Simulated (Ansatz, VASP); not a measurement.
# Na2S: VASP beside Ansatz

```xyz
3
Lattice="0.0000 3.2554 3.2554 3.2554 0.0000 3.2554 3.2554 3.2554 0.0000" Properties=species:S:1:pos:R:3 pbc="T T T"
Na    1.6277    1.6277    1.6277
Na    4.8831    4.8831    4.8831
S     0.0000    0.0000    0.0000
```

Alike in both runs: task single point; functional PBE-based screened hybrid with a share of 0.15 of exact exchange and HFSCREEN = 0.5; k mesh 4 × 4 × 4; no spin polarisation.

|  | VASP | Ansatz |
| --- | --- | --- |
| version | VASP 6.6.1 | Ansatz 0.2.0 |
| potentials or method | VASP PAW PBE potentials, release 64 (Na_pv, S) | plane waves |
| plane-wave cutoff (eV) | 400 | 420 |
| occupations | gaussian, width 0.01 eV | fixed |
| valence electrons in the cell | 20 | 24 |

|  | VASP | Ansatz | Ansatz less VASP |
| --- | --- | --- | --- |
| gap on the k mesh at the Fermi level (eV) | 2.82 | 2.82 | +0.008 |
| pressure (GPa) | 0.4 | 0.5 | +0.15 |

VASP's potentials were made for PBE, not for PBE-based screened hybrid. VASP's potentials hold 20 valence electrons a cell and Ansatz's 24, so a difference there can come from the potentials and not from the codes. Ansatz's warnings: stress exchange threshold loose, stress scf threshold loose.
